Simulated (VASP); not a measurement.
Here is a VASP 6.6.1 calculation.

File INCAR:

```
PREC     = Accurate       # precision mode
ENCUT    = 500            # plane-wave cutoff, eV
EDIFF    = 1E-6           # SCF threshold, eV
ISMEAR   = 0              # smearing method
SIGMA    = 0.05           # smearing width, eV
LREAL    = False          # projectors in reciprocal space
LASPH    = True           # aspherical terms in the spheres
NELM     = 120            # most SCF steps
ALGO     = Normal         # electronic algorithm
ISIF     = 2              # what is computed and relaxed
LWAVE    = False          # write WAVECAR
LCHARG   = False          # write CHGCAR
GGA      = B5             # functional
ALDAX    = 1.0          
AGGAX    = 1.0          
AGGAC    = 1.0          
ALDAC    = 0.0          
NBANDS   = 17             # bands
GGA_COMPAT= False
```

The input KPOINTS:

```
regular mesh
0
Gamma
  6 6 6
```

The input POSCAR:

```
Na2S
1.0
    0.0000000000      3.2629996103      3.2629996103
    3.2629996103      0.0000000000      3.2629996103
    3.2629996103      3.2629996103      0.0000000000
Na S
2 1
Direct
    0.2500000000      0.2500000000      0.2500000000
    0.7500000000      0.7500000000      0.7500000000
    0.0000000000      0.0000000000      0.0000000000
```

Potentials or basis: VASP PAW PBE potentials, release 64 (Na_pv, S).

The run is started by

```bash
$ cat potpaw_PBE.64/Na_pv/POTCAR potpaw_PBE.64/S/POTCAR > POTCAR
$ mpirun -np 1 vasp_std > vasp.out
```

(1) What does it give for the band gap on the k mesh?

(2) What does it give for the pressure?

Answers

(1) 2.61 eV.

(2) 1.3 GPa.

Caveat: the PAW data sets were made with another functional, which shifts forces and pressure a little.
